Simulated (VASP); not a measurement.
A run of VASP 6.6.1:

Contents of INCAR:

```
SYSTEM = Si18N24O
PREC = Accurate
ENCUT = 520
EDIFF = 1E-7
ISMEAR = -1
SIGMA = 0.01
LREAL = Auto
LASPH = .TRUE.
NELM = 100
ALGO = Normal
ISIF = 2
LWAVE = .FALSE.
LCHARG = .TRUE.
GGA = PE
LELF = .TRUE.
LVHAR = .TRUE.
NELECT = 200.0
NBANDS = 126
```

Contents of KPOINTS:

```
Automatic mesh
0
Gamma
  1 1 1
  0.25 0.25 0.25
```

POSCAR

```
Si18N24O
1.0
    7.6633883300      0.0000000000      0.0000000000
   -3.8316941700      6.6366889800      0.0000000000
    0.0000000000      0.0000000000      8.7784169900
Si N O
18 24 1
Direct
    0.2330944616      0.8304395485      0.2533839532
    0.4100486378      0.2373858418      0.0838797019
    0.8290347468      0.5996345485      0.0791401230
    0.1737958497      0.4062641790      0.2494323296
    0.5932024132      0.7665563379      0.2527614036
    0.7666604529      0.1747430087      0.0837297887
    0.1987784991      0.8333263796      0.5886136425
    0.3999144776      0.2366514394      0.4204232955
    0.8289838681      0.5877578431      0.4196836405
    0.1585755384      0.4290407474      0.5826820491
    0.5911749811      0.7735973488      0.5860448422
    0.7648477435      0.1748394423      0.4167496263
    0.2380241076      0.8360503282      0.9168238430
    0.4121066608      0.2455682351      0.7482915208
    0.8489881019      0.6317321804      0.7316594788
    0.1737958302      0.4075544309      0.9170942790
    0.5900320887      0.7688609509      0.9163453968
    0.7633002611      0.1833463951      0.7509183042
    0.3323997465      0.6681904205      0.2511785442
    0.6702844882      0.3379213651      0.0829927538
    0.9693510578      0.6728894504      0.2484385286
    0.3033028552      0.9758914452      0.0867570999
    0.6701823427      0.7030189322      0.0838186430
    0.3341065499      0.3072578821      0.2483871525
    0.0293914166      0.3304245546      0.0837916450
    0.6962631904      0.0282092472      0.2498387810
    0.3355066492      0.6846926251      0.5840003962
    0.6586844511      0.3295604188      0.4105740254
    0.9783998791      0.5787336142      0.5702177290
    0.2939609487      0.9749405192      0.4166506335
    0.6703552464      0.6981451163      0.4192606713
    0.3268536889      0.3129996006      0.5837928417
    0.0279209846      0.3171733686      0.4093792769
    0.7013557890      0.0368857122      0.5842621746
    0.3304940080      0.6691431546      0.9217672172
    0.6722384604      0.3508122811      0.7513143893
    0.9742866767      0.6821912272      0.9140291478
    0.3237062966      0.9848025152      0.7562845337
    0.6513555967      0.6905884868      0.7525987895
    0.3323922858      0.3057948031      0.9197412255
    0.0283245264      0.3255429035      0.7559155606
    0.6984760092      0.0318981348      0.9176992856
   -0.0093199565     -0.1321544527      0.6316812025
```

Potentials or basis: VASP PAW PBE potentials, release 64 (Si, N, O).

The run is started by

```sh
$ cat potpaw_PBE.64/Si/POTCAR potpaw_PBE.64/N/POTCAR potpaw_PBE.64/O/POTCAR > POTCAR
$ mpirun -np 1 vasp_std > vasp.out
```

Hardware: 1 thread of AMD EPYC 7R43 64-Core Processor (Zen 3), on a shared host.

Problem. Estimate the wall time of this run.

Solution. Run time: 21 min on 1 thread of AMD EPYC 7R43 64-Core Processor (Zen 3), on a shared host, peak memory 0.6 GiB. Counts: scf iterations 18, k points 6.
